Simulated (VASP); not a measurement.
## ZnS: single point with r2SCAN

**Experimental background.**

From “Electronic, vibrational, and thermodynamic properties of ZnS (zincblende and rocksalt structure)”, 2009, arxiv:0911.5022, for a bulk crystal of ZnS at 19 K: band gap 3.85 eV (direct).

The system is ZnS.

```xyz
2
Lattice="0.0000 2.6941 2.6941 2.6941 0.0000 2.6941 2.6941 2.6941 0.0000" Properties=species:S:1:pos:R:3 pbc="T T T"
Zn    1.3470    1.3470    1.3470
S     0.0000    0.0000    0.0000
```

```yaml
Program: VASP 6.6.1
Task: single point
Functional: r2SCAN
Potentials_or_basis: VASP PAW PBE potentials, release 64 (Zn, S)
Cutoff: 550 eV
k_mesh: 6 × 6 × 6
Occupations: gaussian, width 0.01 eV
Spin: no spin polarisation
```

```
Pressure               : 0.0 GPa
Band gap on the k mesh : 2.72 eV
```

Levels at points of the mesh, in eV from the valence-band top:
| k point | band 7 | band 8 | band 9 | band 10 | band 11 | band 12 |
| --- | --- | --- | --- | --- | --- | --- |
| (0.00, 0.00, 0.00) | 0.00 | 0.00 | 0.00 | 2.72 | 6.89 | 6.89 |
| (0.50, 0.00, 0.00) | -5.46 | -0.90 | -0.90 | 3.83 | 7.39 | 7.39 |
| (0.50, 0.50, 0.00) | -4.65 | -2.31 | -2.31 | 3.71 | 4.48 | 11.83 |

Wall time 36 s on 1 thread of Intel(R) Xeon(R) Platinum 8488C (Sapphire Rapids), on a shared host, peak memory 0.17 GiB.

Measured gap of ZnS: 3.85 eV (direct; 19 K; quoted in “Electronic, vibrational, and thermodynamic properties of ZnS (zincblende and rocksalt structure)”, 2009, arxiv:0911.5022). This calculation gives 2.72 eV (-1.13 eV). The value is that of r2SCAN, without temperature or zero-point motion.

Caveat: the PAW data sets were made with another functional, which shifts forces and pressure a little.
